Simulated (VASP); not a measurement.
# Ga (Cmcm) in VASP: further runs

The runs below take Ga through single point, with PBEsol.

Everything below comes from runs of VASP 6.6.1. Logs are shortened: lines on timing, memory, paths and dates and some standing lists are left out, and cuts for length are marked.

## Step 1: The cell of the first run

Symmetry: Cmcm, No. 63, orthorhombic system. Conventional cell: a = 2.885 Å, b = 8.089 Å, c = 3.170 Å, α = 90.00°, β = 90.00°, γ = 90.00°. Within 3.5 Å of Ga (site symmetry m2m) lie 10 Ga at 2.67 to 3.17 Å.

## Step 2: Single point, PBEsol (strain -0.0050 x Voigt [1, 1, 0, 0, 0, 0])

INCAR reads:

```
SYSTEM = Ga
PREC = Accurate
ENCUT = 520
EDIFF = 1E-6
ISMEAR = 0
SIGMA = 0.15
LREAL = .False.
LASPH = .True.
NELM = 80
ALGO = Fast
ISIF = 2
LWAVE = .False.
LCHARG = .True.
GGA = PS
LELF = .True.
LVHAR = .True.
NBANDS = 20
```

KPOINTS reads:

```
Automatic mesh
0
Gamma
  18 18 16
  0 0 0
```

POSCAR reads:

```
Ga
1.0
    1.4427500000     -4.0446750000      0.0000000000
    1.4427500000      4.0446750000      0.0000000000
    0.0000000000      0.0000000000      3.1700000000
Ga
2
Direct
    0.8670000000      0.1330000000      0.2500000000
    0.1330000000      0.8670000000      0.7500000000
```

Potentials or basis: VASP PAW PBE potentials, release 64 (Ga_d).

Launch:

```sh
cat potpaw_PBE.64/Ga_d/POTCAR > POTCAR
mpirun -np 1 vasp_std > vasp.out
```

OUTCAR:

```text
SYSTEM = Ga
   PREC = Accurate
   ENCUT = 520
   EDIFF = 1E-6
   ISMEAR = 0
   LREAL = .False.
   LASPH = .True.
   NELM = 80
   ISIF = 2
   GGA = PS

 ion  position               nearest neighbor table
   1  0.867  0.133  0.250-   2 2.67   2 2.67   2 2.86   2 2.86   2 2.86   2 2.86
   2  0.133  0.867  0.750-   1 2.67   1 2.67   1 2.86   1 2.86   1 2.86   1 2.86

  LATTYP: Found a base centered orthorhombic cell.
 ALAT       =     2.8855000000
 B/A-ratio  =     2.8034482759
 C/A-ratio  =     1.0985964304

  Lattice vectors:

 A1 = (   1.4427500000,  -4.0446750000,   0.0000000000)
 A2 = (   1.4427500000,   4.0446750000,   0.0000000000)
 A3 = (   0.0000000000,   0.0000000000,   3.1700000000)

Analysis of symmetry for initial positions (statically):
=====================================================================
 Subroutine PRICEL returns:
 Original cell was already a primitive cell.

 Routine SETGRP: Setting up the symmetry group for a
 base centered orthorhombic supercell.

 Subroutine GETGRP returns: Found  8 space group operations
 (whereof  4 operations were pure point group operations)
 out of a pool of  8 trial point group operations.

The static configuration has the point symmetry C_2h.
 The point group associated with its full space group is D_2h.

Analysis of symmetry for dynamics (positions and initial velocities):
=====================================================================
 Subroutine PRICEL returns:
 Original cell was already a primitive cell.

 Routine SETGRP: Setting up the symmetry group for a
 base centered orthorhombic supercell.

 Subroutine GETGRP returns: Found  8 space group operations
 (whereof  4 operations were pure point group operations)
 out of a pool of  8 trial point group operations.

The dynamic configuration has the point symmetry C_2h.
 The point group associated with its full space group is D_2h.

 Subroutine INISYM returns: Found  8 space group operations
 (whereof  4 operations are pure point group operations),
 and found     1 'primitive' translations

----------------------------------------------------------------------------------------

                                     Primitive cell

  volume of cell :      36.9968

  direct lattice vectors                    reciprocal lattice vectors
     1.442750000 -4.044675000  0.000000000     0.346560388 -0.123619327  0.000000000
     1.442750000  4.044675000  0.000000000     0.346560388  0.123619327  0.000000000
     0.000000000  0.000000000  3.170000000     0.000000000  0.000000000  0.315457413

  length of vectors
[... 82 lines left out ...]
   EDIFF  = 0.1E-05   stopping-criterion for ELM
   LREAL  =      F    real-space projection
   EDIFFG = 0.1E-04   stopping-criterion for IOM
   NSW    =      0    number of steps for IOM
   IBRION =     -1    ionic relax: 0-MD 1-quasi-New 2-CG
   NFREE  =      0    steps in history (QN), initial steepest desc. (CG)
   ISIF   =      2    stress and relaxation
   ISYM   =      2    0-nonsym 1-usesym 2-fastsym
   POTIM  = 0.5000    time-step for ionic-motion
   TEBEG  =    0.0;   TEEND  =   0.0 temperature during run
   PSTRESS=    0.0 pullay stress
   NELECT =      26.0000    total number of electrons
   NUPDOWN=      -1.0000    fix difference up-down
   EMIN   =  10.00;   EMAX   =-10.00  energy-range for DOS
   EFERMI =   0.00;   METHOD = LEGACY
   ISMEAR =     0;   SIGMA  =   0.15  broadening in eV -4-tet -1-fermi 0-gaus
   EFERMI_NEDOS =   21; number of points for ismear=-14 and -15
   IALGO  =     68    algorithm
   IMIX   =      4    mixing-type and parameters
     AMIX     =   0.40;   BMIX     =  1.00
     AMIX_MAG =   1.60;   BMIX_MAG =  1.00
  volume/ion in A,a.u.               =      18.50       124.83
  Fermi-wavevector in a.u.,A,eV,Ry     =   1.455497  2.750490 28.823552  2.118471
  Thomas-Fermi vector in A             =   2.572525
   LORBIT       =      0    0 simple, 1 ext, 2 COOP (PROOUT), +10 PAW based schemes
   GGA     = PS    functional components
   LHFCALC =     F    Hartree Fock is set to
   AEXX    =    0.0000 exact exchange contribution
   IVDW    =     0    specifies the selected vdW correction
   LEPSILON=     F    determine dielectric tensor
   LRPA    =     F    only Hartree local field effects (RPA)
 non-spin polarized calculation
 RMM-DIIS sequential band-by-band and
 Gauss-broadening in eV      SIGMA  =   0.15
  energy-cutoff  :      520.00
  volume of cell :       37.00
 maximum number of plane-waves:      1020
   NGX = 15   NGY = 15   NGZ = 11

 number of electron      26.0000000 magnetization

 Free energy of the ion-electron system (eV)
  ---------------------------------------------------
  ext. energy  EPLUGINS =         0.00000000
  ---------------------------------------------------
  free energy    TOTEN  =        -6.66279297 eV

  energy without entropy =       -6.65402644  energy(sigma->0) =       -6.65840970

 E-fermi :   5.5890     XC(G=0): -11.2080

 val. band max:        5.5875633005   @ k =   0.4444   0.3333   0.3125
 cond. band min:       5.5901439784   @ k =   0.3333   0.2222   0.4375
 fundamental gap:      0.0025806778
 Fermi energy:         5.5889721676

 k-point     1 :       0.0000    0.0000    0.0000
  band No.  band energies     occupation
      1      -9.5607      2.00000
      2      -9.5375      2.00000
      3      -9.4643      2.00000
      4      -9.4518      2.00000
      5      -9.2509      2.00000
      6      -9.2351      2.00000
[... 541 lines left out ...]
     19      17.4016      0.00000
     20      20.8675      0.00000

 [... further k-points ...]

------------------------ aborting loop because EDIFF is reached ----------------------------------------

  FORCE on cell =-STRESS in cart. coord.  units (eV):
  Direction    XX          YY          ZZ          XY          YZ          ZX
  --------------------------------------------------------------------------------------
  -------------------------------------------------------------------------------------
  Total       -0.7805673     -0.1908496     -0.0123770      0.0000000      0.0000000      0.0000000
  in kB      -33.8031359     -8.2649034     -0.5359975      0.0000000      0.0000000      0.0000000
  external PRESSURE =     -14.2013456 kB  Pullay stress =       0.0000000 kB

 VOLUME and BASIS-vectors are now :
 -----------------------------------------------------------------------------
  energy-cutoff  :      520.00
  volume of cell :       37.00
      direct lattice vectors                 reciprocal lattice vectors
     1.442750000 -4.044675000  0.000000000     0.346560388 -0.123619327  0.000000000
     1.442750000  4.044675000  0.000000000     0.346560388  0.123619327  0.000000000
     0.000000000  0.000000000  3.170000000     0.000000000  0.000000000  0.315457413

 POSITION                                       TOTAL-FORCE (eV/Angst)
 -----------------------------------------------------------------------------------
      1.44275     -2.96879      0.79250         0.000000      0.203935      0.000000
      1.44275      2.96879      2.37750         0.000000     -0.203935      0.000000
 -----------------------------------------------------------------------------------
    total drift:                                0.000000      0.000000     -0.000000

  FREE ENERGIE OF THE ION-ELECTRON SYSTEM (eV)
  ---------------------------------------------------
  free  energy   TOTEN  =        -6.6627929664 eV

  energy  without entropy=       -6.6540264407  energy(sigma->0) =       -6.65840970
```

Run time: 3.6 min. Hardware: 1 thread of Intel Xeon 6975P-C (Granite Rapids), shared host; peak memory 0.54 GiB.

Results:

```yaml
Free_energy: -6.6628 eV
Pressure: -1.4 GPa
Largest_force: 0.204 eV/Å
Band_gap_on_the_k_mesh: zero (bands 13 and 14 overlap by 9.38 eV)
```

Forces in eV/Å, atoms in the order of the input:
```
Ga   0.000  0.204  0.000
Ga   0.000 -0.204  0.000
```

Stress tensor (GPa, compression positive):
```
-3.38  0.00  0.00
 0.00 -0.83  0.00
 0.00  0.00 -0.05
```

Levels at points of the mesh, in eV from the Fermi level:
| k point | band 9 | band 10 | band 11 | band 12 | band 13 | band 14 | band 15 | band 16 | band 17 | band 18 |
| --- | --- | --- | --- | --- | --- | --- | --- | --- | --- | --- |
| (0.00, 0.00, 0.00) | -14.78 | -14.61 | -11.33 | -2.28 | -1.53 | 2.80 | 6.51 | 7.94 | 8.88 | 10.59 |
| (0.50, 0.00, 0.00) | -14.68 | -14.67 | -6.71 | -5.46 | -1.77 | -0.40 | 6.57 | 6.70 | 9.02 | 9.31 |
| (0.50, 0.50, 0.00) | -14.73 | -14.68 | -9.28 | -8.64 | 5.07 | 5.81 | 5.88 | 7.07 | 7.21 | 9.51 |
| (0.00, 0.00, 0.50) | -14.70 | -14.70 | -7.49 | -7.49 | 1.86 | 1.86 | 2.53 | 2.53 | 10.46 | 10.46 |
| (0.50, 0.00, 0.50) | -14.67 | -14.67 | -3.06 | -3.06 | -1.63 | -1.63 | 1.87 | 1.87 | 4.26 | 4.26 |
| (0.50, 0.50, 0.50) | -14.75 | -14.75 | -5.63 | -5.63 | -4.31 | -4.31 | 9.69 | 9.69 | 11.55 | 11.55 |

Caveat: the cell differs from its parent crystal (strain -0.0050 x Voigt [1, 1, 0, 0, 0, 0]); the PAW data sets were made with another functional, which shifts forces and pressure a little.

## Step 3: Single point, PBEsol (strain +0.0050 x Voigt [1, 1, 0, 0, 0, 0])

INCAR reads:

```
SYSTEM = Ga
PREC     = Accurate       ! precision mode
ENCUT    = 520            ! plane-wave cutoff, eV
EDIFF    = 1E-6           ! SCF threshold, eV
ISMEAR   = 0              ! smearing method
SIGMA    = 0.15           ! smearing width, eV
LREAL    = .False.        ! projectors in reciprocal space
LASPH    = .True.         ! aspherical terms in the spheres
NELM     = 80             ! most SCF steps
ALGO     = Fast           ! electronic algorithm
ISIF     = 2              ! what is computed and relaxed
LWAVE    = .False.        ! write WAVECAR
LCHARG   = .False.        ! write CHGCAR
GGA      = PS             ! functional
NBANDS   = 20             ! bands
```

KPOINTS reads:

```
regular mesh
0
Gamma
  18 18 16
  0 0 0
```

POSCAR reads:

```
Ga
1.0
    1.4572500000     -4.0853250000      0.0000000000
    1.4572500000      4.0853250000      0.0000000000
    0.0000000000      0.0000000000      3.1700000000
Ga
2
Direct
    0.8670000000      0.1330000000      0.2500000000
    0.1330000000      0.8670000000      0.7500000000
```

Potentials or basis: VASP PAW PBE potentials, release 64 (Ga_d).

Launch:

```sh
cat potpaw_PBE.64/Ga_d/POTCAR > POTCAR
mpirun -np 1 vasp_std > vasp.out
```

Run time: 2.9 min. Hardware: 1 thread of Intel Xeon 6975P-C (Granite Rapids), shared host; peak memory 0.55 GiB.

It converged, with:

```
Free energy            : -6.6510 eV
Pressure               : -2.4 GPa
Largest force          : 0.195 eV/Å
Band gap on the k mesh : zero (bands 13 and 14 overlap by 9.37 eV)
```

Forces on the atoms (eV/Å):
```
Ga   0.000  0.195  0.000
Ga   0.000 -0.195  0.000
```

Stress tensor (GPa, compression positive):
```
-4.29  0.00  0.00
 0.00 -1.80  0.00
 0.00  0.00 -0.97
```

Levels at points of the mesh, in eV from the Fermi level:
```tsv
k point	band 9	band 10	band 11	band 12	band 13	band 14	band 15	band 16	band 17	band 18
(0.00, 0.00, 0.00)	-14.76	-14.61	-11.17	-2.27	-1.64	2.96	6.63	7.70	8.63	10.35
(0.50, 0.00, 0.00)	-14.67	-14.66	-6.70	-5.39	-1.76	-0.48	6.41	6.73	8.78	9.31
(0.50, 0.50, 0.00)	-14.72	-14.67	-9.17	-8.54	5.17	5.69	5.89	7.07	7.18	9.28
(0.00, 0.00, 0.50)	-14.69	-14.69	-7.35	-7.35	1.85	1.85	2.45	2.45	10.21	10.21
(0.50, 0.00, 0.50)	-14.66	-14.66	-3.05	-3.05	-1.58	-1.58	1.85	1.85	4.20	4.20
(0.50, 0.50, 0.50)	-14.73	-14.73	-5.55	-5.55	-4.19	-4.19	9.48	9.48	11.27	11.27
```

Caveat: the cell differs from its parent crystal (strain +0.0050 x Voigt [1, 1, 0, 0, 0, 0]); the PAW data sets were made with another functional, which shifts forces and pressure a little.

## Step 4: Single point, PBEsol (strain +0.0100 x Voigt [1, 1, 0, 0, 0, 0])

INCAR reads:

```
PREC = Accurate
ENCUT = 520
EDIFF = 1E-7
ISMEAR = 0
SIGMA = 0.15
LREAL = F
LASPH = T
NELM = 60
ALGO = Fast
ISIF = 2
LWAVE = F
LCHARG = F
GGA = PS
NBANDS = 20
```

KPOINTS reads:

```
regular mesh
0
Gamma
  18 18 16
```

POSCAR reads:

```
Ga
1.0
    1.4645000000     -4.1056500000      0.0000000000
    1.4645000000      4.1056500000      0.0000000000
    0.0000000000      0.0000000000      3.1700000000
Ga
2
Direct
    0.8670000000      0.1330000000      0.2500000000
    0.1330000000      0.8670000000      0.7500000000
```

Potentials or basis: VASP PAW PBE potentials, release 64 (Ga_d).

Launch:

```sh
cat potpaw_PBE.64/Ga_d/POTCAR > POTCAR
mpirun -np 1 vasp_std > vasp.out
```

OUTCAR:

```text
PREC = Accurate
   ENCUT = 520
   EDIFF = 1E-7
   ISMEAR = 0
   LREAL = F
   LASPH = T
   NELM = 60
   ISIF = 2
   GGA = PS

 ion  position               nearest neighbor table
   1  0.867  0.133  0.250-   2 2.70   2 2.70   2 2.89   2 2.89   2 2.89   2 2.89
   2  0.133  0.867  0.750-   1 2.70   1 2.70   1 2.89   1 2.89   1 2.89   1 2.89

  LATTYP: Found a base centered orthorhombic cell.
 ALAT       =     2.9290000000
 B/A-ratio  =     2.8034482759
 C/A-ratio  =     1.0822806419

  Lattice vectors:

 A1 = (   1.4645000000,  -4.1056500000,   0.0000000000)
 A2 = (   1.4645000000,   4.1056500000,   0.0000000000)
 A3 = (   0.0000000000,   0.0000000000,   3.1700000000)

Analysis of symmetry for initial positions (statically):
=====================================================================
 Subroutine PRICEL returns:
 Original cell was already a primitive cell.

 Routine SETGRP: Setting up the symmetry group for a
 base centered orthorhombic supercell.

 Subroutine GETGRP returns: Found  8 space group operations
 (whereof  4 operations were pure point group operations)
[... 163 lines left out ...]
  free energy    TOTEN  =        -6.64352098 eV

  energy without entropy =       -6.63464582  energy(sigma->0) =       -6.63908340

 E-fermi :   5.3091     XC(G=0): -11.0577

 val. band max:        5.3008907742   @ k =   0.5000   0.1111   0.4375
 cond. band min:       5.3141492803   @ k =  -0.3333   0.2778   0.1875
 fundamental gap:      0.0132585061
 Fermi energy:         5.3091380332

 k-point     1 :       0.0000    0.0000    0.0000
  band No.  band energies     occupation
      1      -9.7906      2.00000
      2      -9.7628      2.00000
      3      -9.6985      2.00000
      4      -9.6818      2.00000
      5      -9.5061      2.00000
      6      -9.4886      2.00000
[... 541 lines left out ...]
     19      17.0547      0.00000
     20      20.1080      0.00000

 [... further k-points ...]

------------------------ aborting loop because EDIFF is reached ----------------------------------------

  FORCE on cell =-STRESS in cart. coord.  units (eV):
  Direction    XX          YY          ZZ          XY          YZ          ZX
  --------------------------------------------------------------------------------------
  -------------------------------------------------------------------------------------
  Total       -1.0949689     -0.5102489     -0.3089416      0.0000000      0.0000000      0.0000000
  in kB      -46.0205511    -21.4452996    -12.9845352      0.0000000      0.0000000      0.0000000
  external PRESSURE =     -26.8167953 kB  Pullay stress =       0.0000000 kB

 VOLUME and BASIS-vectors are now :
 -----------------------------------------------------------------------------
  energy-cutoff  :      520.00
  volume of cell :       38.12
      direct lattice vectors                 reciprocal lattice vectors
     1.464500000 -4.105650000  0.000000000     0.341413452 -0.121783396  0.000000000
     1.464500000  4.105650000  0.000000000     0.341413452  0.121783396  0.000000000
     0.000000000  0.000000000  3.170000000     0.000000000  0.000000000  0.315457413

 POSITION                                       TOTAL-FORCE (eV/Angst)
 -----------------------------------------------------------------------------------
      1.46450     -3.01355      0.79250         0.000000      0.189989      0.000000
      1.46450      3.01355      2.37750         0.000000     -0.189989     -0.000000
 -----------------------------------------------------------------------------------
    total drift:                                0.000000      0.000000     -0.000000

  FREE ENERGIE OF THE ION-ELECTRON SYSTEM (eV)
  ---------------------------------------------------
  free  energy   TOTEN  =        -6.6435209820 eV

  energy  without entropy=       -6.6346458208  energy(sigma->0) =       -6.63908340
```

stdout:

```text
POSCAR found type information on POSCAR Ga
 POSCAR found :  1 types and       2 ions
 scaLAPACK will be used
 -----------------------------------------------------------------------------
|                                                                             |
[... 27 lines left out ...]
WARNING in EDDRMM: call to ZHEGV failed, returncode =   8  4     16
WARNING in EDDRMM: call to ZHEGV failed, returncode =   8  4     16
WARNING in EDDRMM: call to ZHEGV failed, returncode =   6  3     18
WARNING in EDDRMM: call to ZHEGV failed, returncode =   6  3     16
 num prob  num prob  num prob  num prob  num prob  num prob WARNING in EDDRMM: call to ZHEGV failed, returncode =   8  4     18
 num prob  num prob  num prob  num prob WARNING in EDDRMM: call to ZHEGV failed, returncode =   8  4     17
 num prob RMM:  13    -0.664352098201E+01   -0.30402E-07   -0.68261E-07 34852   0.866E-03
```

Wall time 3.3 min (1 thread of Intel Xeon 6975P-C (Granite Rapids), shared host); peak memory 0.56 GiB.

Results:

- Free energy: -6.6435 eV
- Pressure: -2.7 GPa
- Largest force: 0.190 eV/Å
- Band gap on the k mesh: zero (bands 13 and 14 overlap by 9.36 eV)

Forces in eV/Å, atoms in the order of the input:
```
Ga   0.000  0.190  0.000
Ga   0.000 -0.190  0.000
```

Levels at points of the mesh, in eV from the Fermi level:
```tsv
k point	band 9	band 10	band 11	band 12	band 13	band 14	band 15	band 16	band 17	band 18
(0.00, 0.00, 0.00)	-14.76	-14.60	-11.10	-2.26	-1.68	3.04	6.69	7.58	8.51	10.24
(0.50, 0.00, 0.00)	-14.67	-14.66	-6.70	-5.36	-1.76	-0.52	6.34	6.75	8.67	9.30
(0.50, 0.50, 0.00)	-14.71	-14.67	-9.11	-8.49	5.22	5.60	5.93	7.06	7.16	9.17
(0.00, 0.00, 0.50)	-14.68	-14.68	-7.27	-7.27	1.84	1.84	2.41	2.41	10.09	10.09
(0.50, 0.00, 0.50)	-14.65	-14.65	-3.05	-3.05	-1.55	-1.55	1.84	1.84	4.17	4.17
(0.50, 0.50, 0.50)	-14.72	-14.72	-5.51	-5.51	-4.14	-4.14	9.37	9.37	11.14	11.14
```

Caveat: the cell differs from its parent crystal (strain +0.0100 x Voigt [1, 1, 0, 0, 0, 0]); the PAW data sets were made with another functional, which shifts forces and pressure a little.

[end of part 1 of 2]
